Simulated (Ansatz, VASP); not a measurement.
# Two plane-wave programs on Mn

INCAR

```
ALGO = Normal
EDIFF = 1E-8
ENCUT = 520
GGA = PE
ISIF = 2
ISMEAR = -1
ISPIN = 2
LASPH = True
LCHARG = False
LEFG = True
LMAXMIX = 4
LORBIT = 11
LREAL = False
LWAVE = False
MAGMOM = 4
NBANDS = 16
NELM = 150
PREC = Accurate
SIGMA = 0.05
```

KPOINTS

```
k-points
0
Gamma
  14 14 14
```

File POSCAR:

```
Mn
1.0
    2.2413794298      0.0000000000      0.0000000000
    0.0000000000      2.2413794298      0.0000000000
    0.0000000000      0.0000000000      2.2413794298
Mn
1
Direct
    0.0000000000      0.0000000000      0.0000000000
```

Input for Ansatz:

```yaml
crystal:
  lattice:
    - [2.2413794298, 0.0, 0.0]
    - [0.0, 2.2413794298, 0.0]
    - [0.0, 0.0, 2.2413794298]
  atoms:
    - { symbol: Mn, position: [0.0, 0.0, 0.0], spin: 4.0 }
magnetization:
  spin_polarized: true
kpoints:
  mp_grid: { grid: [14, 14, 14] }
scf:
  occupations: { method: fermi_dirac, width: 0.05 }
hamiltonian:
  xc: pbe
  pseudopotentials: { kind: paw }
output:
  forces: true
  stress: true
  eigenvalues: true
  efg: { contact_densities: true }
  write_density: true
  write_potential: true
  elf: true
  volumetric_format: npy
```

Change from the starting cell: volume scaled by 0.9405, PAW files.

Alike in both runs: task electric field gradients; functional PBE; k mesh 14 × 14 × 14; occupations fermi-dirac, width 0.05 eV; collinear spin.

|  | VASP | Ansatz |
| --- | --- | --- |
| version | VASP 6.6.1 | Ansatz 0.2.0 |
| potentials or method | VASP PAW PBE potentials, release 64 (Mn_pv) | PAW with Ansatz's default frozen-core files, scalar-relativistic |
| plane-wave cutoff (eV) | 520 | 420 |
| valence electrons in the cell | 13 | 15 |

```csv
,VASP,Ansatz,Ansatz less VASP
pressure (GPa),14.4,14.0,-0.39
net moment per atom (μB),0.33,0.33,-0.004
size of the moment on the site where the two differ most (μB),0.33,0.31,-0.014
```

Site moments also hang on the region over which each program counts them. With one functional, cell and mesh, what is left measures potentials, basis and numerics. VASP's potentials hold 13 valence electrons a cell and Ansatz's 15, so a difference there can come from the potentials and not from the codes. Ansatz's warnings: seeded moment not kept.
